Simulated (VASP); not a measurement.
# O (P4/mmm) in VASP: further runs, part 2 of 2

VASP 6.6.1. Earlier steps stand in the parts before.

## Step 4: Single point, PBEsol

This run uses another cell than the first one, of 9.43 Å³/atom, 1.043 times its volume.

INCAR

```
SYSTEM = O
ALGO = Normal
EDIFF = 1E-6
ENCUT = 520
GGA = PS
ISIF = 2
ISMEAR = -1
LASPH = .True.
LCHARG = .False.
LREAL = .False.
LWAVE = .False.
NBANDS = 9
NELM = 60
PREC = Accurate
SIGMA = 0.1
```

KPOINTS

```
k-points
0
Gamma
  16 16 9
  0 0 0
```

POSCAR

```
O
1.0
    1.7636741811      0.0000000000      0.0000000000
    0.0000000000      1.7636741811      0.0000000000
    0.0000000000      0.0000000000      3.0325598094
O
1
Direct
    0.0000000000      0.0000000000      0.0000000000
```

The run is started by

```bash
cat potpaw_PBE.64/O/POTCAR > POTCAR
mpirun -np 1 vasp_std > vasp.out
```

Run time: 7.5 s. Hardware: 1 thread of AMD EPYC 9R14 (Zen 4), shared host; peak memory 0.09 GiB.

The run converged. Its results:

```
Free energy            : -3.7269 eV
Pressure               : 2.8 GPa
Band gap on the k mesh : zero (band 3 reaches 4.68 eV, above the bottom of band 4 at -0.59 eV)
```

Stress tensor (GPa, compression positive):
```
3.51 0.00 0.00
0.00 3.51 0.00
0.00 0.00 1.49
```

Levels at points of the mesh, in eV from the Fermi level:
| k point | band 1 | band 2 | band 3 | band 4 | band 5 | band 6 |
| --- | --- | --- | --- | --- | --- | --- |
| (0.00, 0.00, 0.00) | -23.11 | -4.74 | 3.86 | 3.86 | 8.34 | 28.19 |
| (0.50, 0.00, 0.00) | -17.20 | -9.55 | -1.16 | 5.38 | 19.16 | 19.52 |
| (0.50, 0.50, 0.00) | -11.78 | -5.77 | -5.77 | 1.43 | 16.74 | 30.44 |

Caveat: the PAW data sets were made with another functional, which shifts forces and pressure a little.

## Step 5: Single point, PBEsol

This run uses another cell than the first one, of 9.63 Å³/atom, 1.064 times its volume.

INCAR

```
ALGO = Normal
EDIFF = 1E-6
ENCUT = 520
GGA = PS
ISIF = 2
ISMEAR = -1
LASPH = T
LCHARG = F
LREAL = F
LWAVE = F
NBANDS = 9
NELM = 60
PREC = Accurate
SIGMA = 0.1
```

KPOINTS

```
k-points
0
Gamma
  16 16 9
```

POSCAR

```
O
1.0
    1.7755912600      0.0000000000      0.0000000000
    0.0000000000      1.7755912600      0.0000000000
    0.0000000000      0.0000000000      3.0530507000
O
1
Direct
    0.0000000000      0.0000000000      0.0000000000
```

Potentials or basis: VASP PAW PBE potentials, release 64 (O).

The run is started by

```bash
cat potpaw_PBE.64/O/POTCAR > POTCAR
mpirun -np 1 vasp_std > vasp.out
```

OUTCAR:

```text
EDIFF = 1E-6
   ENCUT = 520
   GGA = PS
   ISIF = 2
   ISMEAR = -1
   LASPH = T
   LREAL = F
   NELM = 60
   PREC = Accurate

 ion  position               nearest neighbor table
   1  0.000  0.000  0.000-

  LATTYP: Found a simple tetragonal cell.
 ALAT       =     1.7755912600
 C/A-ratio  =     1.7194558054

  Lattice vectors:

 A1 = (   1.7755912600,   0.0000000000,   0.0000000000)
 A2 = (   0.0000000000,   1.7755912600,   0.0000000000)
 A3 = (   0.0000000000,   0.0000000000,   3.0530507000)

Analysis of symmetry for initial positions (statically):
=====================================================================
 Subroutine PRICEL returns:
 Original cell was already a primitive cell.

 Routine SETGRP: Setting up the symmetry group for a
 simple tetragonal supercell.

 Subroutine GETGRP returns: Found 16 space group operations
 (whereof 16 operations were pure point group operations)
 out of a pool of 16 trial point group operations.

The static configuration has the point symmetry D_4h.

Analysis of symmetry for dynamics (positions and initial velocities):
=====================================================================
 Subroutine PRICEL returns:
 Original cell was already a primitive cell.

 Routine SETGRP: Setting up the symmetry group for a
 simple tetragonal supercell.

 Subroutine GETGRP returns: Found 16 space group operations
 (whereof 16 operations were pure point group operations)
 out of a pool of 16 trial point group operations.

The dynamic configuration has the point symmetry D_4h.

 Subroutine INISYM returns: Found 16 space group operations
 (whereof 16 operations are pure point group operations),
 and found     1 'primitive' translations

----------------------------------------------------------------------------------------

                                     Primitive cell

  volume of cell :       9.6254

  direct lattice vectors                    reciprocal lattice vectors
     1.775591260  0.000000000  0.000000000     0.563192680  0.000000000  0.000000000
     0.000000000  1.775591260  0.000000000     0.000000000  0.563192680  0.000000000
     0.000000000  0.000000000  3.053050700     0.000000000  0.000000000  0.327541236

  length of vectors
     1.775591260  1.775591260  3.053050700     0.563192680  0.563192680  0.327541236

  position of ions in fractional coordinates (direct lattice)
     0.000000000  0.000000000  0.000000000

  ion indices of the primitive-cell ions
   primitive index   ion index
                 1           1

----------------------------------------------------------------------------------------

 KPOINTS: k-points

Automatic generation of k-mesh.
 Grid dimensions read from file:
 generate k-points for:   16   16    9

 Generating k-lattice:

  Cartesian coordinates                     Fractional coordinates (reciprocal lattice)
     0.035199542  0.000000000  0.000000000     0.062500000  0.000000000  0.000000000
     0.000000000  0.035199542  0.000000000     0.000000000  0.062500000  0.000000000
     0.000000000  0.000000000  0.036393471     0.000000000  0.000000000  0.111111111

  Length of vectors
     0.035199542  0.035199542  0.036393471

  Shift w.r.t. Gamma in fractional coordinates (k-lattice)
     0.000000000  0.000000000  0.000000000

 Subroutine IBZKPT returns following result:
 ===========================================

 Found    225 irreducible k-points:

 Following reciprocal coordinates:
            Coordinates               Weight
  0.000000  0.000000  0.000000      1.000000
  0.062500  0.000000  0.000000      4.000000
  0.125000  0.000000  0.000000      4.000000
  0.187500  0.000000  0.000000      4.000000
  0.250000  0.000000  0.000000      4.000000
  0.312500  0.000000  0.000000      4.000000
[... 16 lines left out ...]
  0.437500  0.125000  0.000000      8.000000
  0.500000  0.125000  0.000000      4.000000
 [... further k-points ...]
   k-points           NKPTS =    225   k-points in BZ     NKDIM =    225   number of bands    NBANDS=      9
   number of dos      NEDOS =    301   number of ions     NIONS =      1
   total plane-waves  NPLWV =   4704
   dimension x,y,z NGX =    14 NGY =   14 NGZ =   24
   dimension x,y,z NGXF=    28 NGYF=   28 NGZF=   48
   ions per type =               1
   NGX,Y,Z   is equivalent  to a cutoff of  13.11, 13.11, 13.07 a.u.
   NGXF,Y,Z  is equivalent  to a cutoff of  26.22, 26.22, 26.14 a.u.
 SYSTEM =  unknown system
   PREC   = accura    normal or accurate (medium, high low for compatibility)
   ISTART =      0    job   : 0-new  1-cont  2-samecut
   ICHARG =      2    charge: 1-file 2-atom 10-const
   ISPIN  =      1    spin polarized calculation?
   LNONCOLLINEAR =      F non collinear calculations
   LSORBIT =      F    spin-orbit coupling
   LASPH  =      T    aspherical Exc in radial PAW
   ENCUT  =  520.0 eV  38.22 Ry    6.18 a.u.   3.30  3.30  5.68*2*pi/ulx,y,z
   NELM   =     60;   NELMIN=  2; NELMDL= -5     # of ELM steps
   EDIFF  = 0.1E-05   stopping-criterion for ELM
   LREAL  =      F    real-space projection
   EDIFFG = 0.1E-04   stopping-criterion for IOM
   NSW    =      0    number of steps for IOM
   IBRION =     -1    ionic relax: 0-MD 1-quasi-New 2-CG
   NFREE  =      0    steps in history (QN), initial steepest desc. (CG)
   ISIF   =      2    stress and relaxation
   ISYM   =      2    0-nonsym 1-usesym 2-fastsym
   POTIM  = 0.5000    time-step for ionic-motion
   TEBEG  =    0.0;   TEEND  =   0.0 temperature during run
   PSTRESS=    0.0 pullay stress
   NELECT =       6.0000    total number of electrons
   NUPDOWN=      -1.0000    fix difference up-down
   EMIN   =  10.00;   EMAX   =-10.00  energy-range for DOS
   EFERMI =   0.00;   METHOD = LEGACY
   ISMEAR =    -1;   SIGMA  =   0.10  broadening in eV -4-tet -1-fermi 0-gaus
   EFERMI_NEDOS =   21; number of points for ismear=-14 and -15
   IALGO  =     38    algorithm
   IMIX   =      4    mixing-type and parameters
     AMIX     =   0.40;   BMIX     =  1.00
     AMIX_MAG =   1.60;   BMIX_MAG =  1.00
  volume/ion in A,a.u.               =       9.63        64.96
  Fermi-wavevector in a.u.,A,eV,Ry     =   1.398466  2.642718 26.609011  1.955707
  Thomas-Fermi vector in A             =   2.521621
   LORBIT       =      0    0 simple, 1 ext, 2 COOP (PROOUT), +10 PAW based schemes
   GGA     = PS    functional components
   LHFCALC =     F    Hartree Fock is set to
   AEXX    =    0.0000 exact exchange contribution
   IVDW    =     0    specifies the selected vdW correction
   LEPSILON=     F    determine dielectric tensor
   LRPA    =     F    only Hartree local field effects (RPA)
 non-spin polarized calculation
  energy-cutoff  :      520.00
  volume of cell :        9.63
 maximum number of plane-waves:       277
 NGX is ok and might be reduce to    14
   NGX =  7   NGY =  7   NGZ = 11

 number of electron       6.0000005 magnetization

 Free energy of the ion-electron system (eV)
  ---------------------------------------------------
  ext. energy  EPLUGINS =         0.00000000
  ---------------------------------------------------
  free energy    TOTEN  =        -3.72907990 eV

  energy without entropy =       -3.70352477  energy(sigma->0) =       -3.71630233

 E-fermi :   0.5693     XC(G=0): -10.5746

 val. band max:        0.5564201879   @ k =   0.5000   0.3125   0.4444
 cond. band min:       0.5964087351   @ k =   0.3750   0.3125   0.0000
 fundamental gap:      0.0399885472
 Fermi energy:         0.5693324048

 k-point     1 :       0.0000    0.0000    0.0000
  band No.  band energies     occupation
      1     -22.2959      2.00000
      2      -4.0308      2.00000
      3       4.3396      0.00000
      4       4.3396      0.00000
      5       8.9479      0.00000
      6      28.4451      0.00000
      7      30.2664      0.00000
      8      34.5188      0.00000
      9      52.4498      0.00000

 k-point     2 :       0.0625    0.0000    0.0000
  band No.  band energies     occupation
      1     -22.1635      2.00000
      2      -3.9245      2.00000
      3       3.8094      0.00000
      4       4.3913      0.00000
      5       9.1256      0.00000
      6      28.3265      0.00000
      7      30.4298      0.00000
      8      34.8276      0.00000
      9      49.7978      0.00000
[... 253 lines left out ...]
 k-point    24 :       0.5000    0.1250    0.0000
  band No.  band energies     occupation
      1     -16.0779      2.00000
      2      -8.3136      2.00000
      3      -0.2259      1.99930
      4       4.3164      0.00000
      5      20.0238      0.00000
      6      20.6736      0.00000
      7      22.7341      0.00000
      8      34.2487      0.00000
      9      38.8825      0.00000

 [... further k-points ...]

------------------------ aborting loop because EDIFF is reached ----------------------------------------

  FORCE on cell =-STRESS in cart. coord.  units (eV):
  Direction    XX          YY          ZZ          XY          YZ          ZX
  --------------------------------------------------------------------------------------
  -------------------------------------------------------------------------------------
  Total       -0.0418658     -0.0418658      0.0760912      0.0000000     -0.0000000      0.0000000
  in kB       -6.9686692     -6.9686692     12.6655843      0.0000000     -0.0000000      0.0000000
  external PRESSURE =      -0.4239180 kB  Pullay stress =       0.0000000 kB

 VOLUME and BASIS-vectors are now :
 -----------------------------------------------------------------------------
  energy-cutoff  :      520.00
  volume of cell :        9.63
      direct lattice vectors                 reciprocal lattice vectors
     1.775591260  0.000000000  0.000000000     0.563192680  0.000000000  0.000000000
     0.000000000  1.775591260  0.000000000     0.000000000  0.563192680  0.000000000
     0.000000000  0.000000000  3.053050700     0.000000000  0.000000000  0.327541236

 POSITION                                       TOTAL-FORCE (eV/Angst)
 -----------------------------------------------------------------------------------
      0.00000      0.00000      0.00000         0.000000      0.000000      0.000000
 -----------------------------------------------------------------------------------
    total drift:                                0.000000      0.000000      0.000000

  FREE ENERGIE OF THE ION-ELECTRON SYSTEM (eV)
  ---------------------------------------------------
  free  energy   TOTEN  =        -3.7290798992 eV

  energy  without entropy=       -3.7035247683  energy(sigma->0) =       -3.71630233
```

Run time: 7 s. Hardware: 1 thread of AMD EPYC 9R14 (Zen 4), shared host; peak memory 0.09 GiB.

Results:

```yaml
Free_energy: -3.7291 eV
Pressure: 0.0 GPa
Band_gap_on_the_k_mesh: zero (band 3 reaches 4.36 eV, above the bottom of band 4 at -0.76 eV)
```

Stress tensor (GPa, compression positive):
```
-0.70  0.00  0.00
 0.00 -0.70  0.00
 0.00  0.00  1.27
```

Levels at points of the mesh, in eV from the Fermi level:
```tsv
k point	band 1	band 2	band 3	band 4	band 5	band 6
(0.00, 0.00, 0.00)	-22.87	-4.60	3.77	3.77	8.38	27.88
(0.50, 0.00, 0.00)	-17.12	-9.32	-1.12	5.25	19.07	19.42
(0.50, 0.50, 0.00)	-11.87	-5.62	-5.62	1.41	16.75	30.21
```

Caveat: the PAW data sets were made with another functional, which shifts forces and pressure a little.

## Step 6: Single point, PBEsol

This run uses another cell than the first one, of 9.82 Å³/atom, 1.085 times its volume.

INCAR

```
ALGO = Normal ; EDIFF = 1E-7
ENCUT = 520 ; GGA = PS
ISIF = 2 ; ISMEAR = -1
LASPH = True ; LCHARG = True
LELF = True ; LREAL = False
LVHAR = True ; LWAVE = False
NBANDS = 9 ; NELM = 100
PREC = Accurate ; SIGMA = 0.1
```

KPOINTS is that of step 5.

POSCAR

```
O
1.0
    1.7873504852      0.0000000000      0.0000000000
    0.0000000000      1.7873504852      0.0000000000
    0.0000000000      0.0000000000      3.0732701681
O
1
Direct
    0.0000000000      0.0000000000      0.0000000000
```

Potentials or basis: VASP PAW PBE potentials, release 64 (O).

The run is started by

```bash
cat potpaw_PBE.64/O/POTCAR > POTCAR
mpirun -np 1 vasp_std > vasp.out
```

OUTCAR:

```text
EDIFF = 1E-7
   ENCUT = 520
   GGA = PS
   ISIF = 2
   ISMEAR = -1
   LASPH = True
   LREAL = False
   NELM = 100
   PREC = Accurate

 ion  position               nearest neighbor table
   1  0.000  0.000  0.000-

  LATTYP: Found a simple tetragonal cell.
 ALAT       =     1.7873504852
 C/A-ratio  =     1.7194558054

  Lattice vectors:

 A1 = (   1.7873504852,   0.0000000000,   0.0000000000)
 A2 = (   0.0000000000,   1.7873504852,   0.0000000000)
 A3 = (   0.0000000000,   0.0000000000,   3.0732701681)

Analysis of symmetry for initial positions (statically):
=====================================================================
 Subroutine PRICEL returns:
 Original cell was already a primitive cell.

 Routine SETGRP: Setting up the symmetry group for a
 simple tetragonal supercell.

 Subroutine GETGRP returns: Found 16 space group operations
 (whereof 16 operations were pure point group operations)
 out of a pool of 16 trial point group operations.

The static configuration has the point symmetry D_4h.

Analysis of symmetry for dynamics (positions and initial velocities):
=====================================================================
[... 162 lines left out ...]

 k-point     1 :       0.0000    0.0000    0.0000
  band No.  band energies     occupation
      1     -22.2840      2.00000
      2      -4.1247      2.00000
      3       4.0296      0.00000
      4       4.0296      0.00000
      5       8.7617      0.00000
      6      27.9095      0.00000
      7      29.6696      0.00000
      8      34.0723      0.00000
      9      51.7109      0.00000
[... 265 lines left out ...]
 k-point    24 :       0.5000    0.1250    0.0000
  band No.  band energies     occupation
      1     -16.2406      2.00000
      2      -8.3261      2.00000
      3      -0.4183      1.99901
      4       3.9935      0.00000
      5      19.7041      0.00000
      6      20.3362      0.00000
      7      22.4342      0.00000
      8      33.7561      0.00000
      9      38.2521      0.00000

 [... further k-points ...]

------------------------ aborting loop because EDIFF is reached ----------------------------------------

  FORCE on cell =-STRESS in cart. coord.  units (eV):
  Direction    XX          YY          ZZ          XY          YZ          ZX
  --------------------------------------------------------------------------------------
  -------------------------------------------------------------------------------------
  Total       -0.2794006     -0.2794006      0.0639900      0.0000000      0.0000000      0.0000000
  in kB      -45.5950555    -45.5950555     10.4424580      0.0000000      0.0000000      0.0000000
  external PRESSURE =     -26.9158843 kB  Pullay stress =       0.0000000 kB

 VOLUME and BASIS-vectors are now :
 -----------------------------------------------------------------------------
  energy-cutoff  :      520.00
  volume of cell :        9.82
      direct lattice vectors                 reciprocal lattice vectors
     1.787350485  0.000000000  0.000000000     0.559487358  0.000000000  0.000000000
     0.000000000  1.787350485  0.000000000     0.000000000  0.559487358  0.000000000
     0.000000000  0.000000000  3.073270168     0.000000000  0.000000000  0.325386297

 POSITION                                       TOTAL-FORCE (eV/Angst)
 -----------------------------------------------------------------------------------
      0.00000      0.00000      0.00000         0.000000      0.000000      0.000000
 -----------------------------------------------------------------------------------
    total drift:                                0.000000     -0.000000     -0.000000

  FREE ENERGIE OF THE ION-ELECTRON SYSTEM (eV)
  ---------------------------------------------------
  free  energy   TOTEN  =        -3.7279293596 eV

  energy  without entropy=       -3.7018331649  energy(sigma->0) =       -3.71488126
```

stdout:

```text
POSCAR found type information on POSCAR O
 POSCAR found :  1 types and       1 ions
 scaLAPACK will be used
 -----------------------------------------------------------------------------
|                                                                             |
|                                                                             |
|     You enforced a specific xc type in the INCAR file but a different       |
|     I HOPE YOU KNOW WHAT YOU ARE DOING!                                     |
|                                                                             |
 -----------------------------------------------------------------------------

 LDA part: xc-table for (Slater+PW92), standard interpolation
 POSCAR, INCAR and KPOINTS ok, starting setup
 FFT: planning ... GRIDC
 FFT: planning ... GRID_SOFT
 FFT: planning ... GRID
 WAVECAR not read
 entering main loop
```

Wall time 7.9 s (1 thread of AMD EPYC 9R14 (Zen 4), shared host); peak memory 0.09 GiB.

Results:

```yaml
Free_energy: -3.7279 eV
Pressure: -2.7 GPa
Band_gap_on_the_k_mesh: zero (band 3 reaches 4.05 eV, above the bottom of band 4 at -0.93 eV)
```

Stress tensor (GPa, compression positive):
```
-4.56  0.00  0.00
 0.00 -4.56  0.00
 0.00  0.00  1.04
```

Caveat: the PAW data sets were made with another functional, which shifts forces and pressure a little.

## Step 7: Summary

| cell | gap on the mesh (eV) | pressure (GPa) |
| --- | --- | --- |
| a = 1.739, b = 1.739, c = 2.991 Å, 1 atom | none | 9.6 |
| a = 1.752, b = 1.752, c = 3.012 Å, 1 atom | none | 6.1 |
| a = 1.764, b = 1.764, c = 3.033 Å, 1 atom | none | 2.8 |
| a = 1.776, b = 1.776, c = 3.053 Å, 1 atom | none | 0.0 |
| a = 1.787, b = 1.787, c = 3.073 Å, 1 atom | none | -2.7 |

Alike in all rows: task single point; level PBEsol; potentials or basis VASP PAW PBE potentials, release 64 (O); no spin polarisation; k mesh 16 × 16 × 9; cutoff (eV) 520; smearing fermi-dirac 0.1 eV.

Caveats: the PAW data sets were made with another functional, which shifts forces and pressure a little.

Total energies depend on the potentials used, so only differences within one code and one set of settings carry meaning.
